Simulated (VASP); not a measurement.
# BN: single point with PBE

Crystal: BN.

```xyz
4
Lattice="2.5546 0.0000 0.0000 -1.2773 2.2123 0.0000 0.0000 0.0000 4.2245" Properties=species:S:1:pos:R:3 pbc="T T T"
N     0.0000    1.4749    0.5289
N     1.2773    0.7374    2.6411
B     0.0000    1.4749    2.1114
B     1.2773    0.7374    4.2237
```

| Property | Result |
| --- | --- |
| Program | VASP 6.6.1 |
| Task | single point |
| Functional | PBE |
| Potentials or basis | VASP PAW PBE potentials, release 64 (N, B) |
| Cutoff | 520 eV |
| k mesh | 12 × 12 × 6 |
| Occupations | fermi-dirac, width 0.05 eV |
| Spin | no spin polarisation |
| Dipole correction | no |
| Further INCAR settings | ALGO = Normal; EDIFF = 1e-06; NBANDS = 16 |

```yaml
Pressure: 0.2 GPa
Band_gap_on_the_k_mesh: 5.21 eV, indirect (least direct gap 8.24 eV)
```

Levels at points of the mesh, in eV from the valence-band top:
```tsv
k point	band 6	band 7	band 8	band 9	band 10	band 11
(0.00, 0.00, 0.00)	-0.26	0.00	0.00	8.33	8.33	8.55
(0.50, 0.00, 0.00)	-4.93	-4.36	-2.09	6.68	7.94	10.56
(0.00, 0.00, 0.50)	-1.16	-1.16	-1.16	9.40	9.40	9.87
(0.50, 0.00, 0.50)	-3.73	-3.53	-3.53	6.56	6.56	9.97
```

Run time: 15 s on 1 thread of Intel(R) Xeon(R) Platinum 8488C (Sapphire Rapids), on a shared host, peak memory 0.14 GiB.

A k mesh can miss the band edges. A hybrid or GW would open this gap; PBE tends to underestimate it.
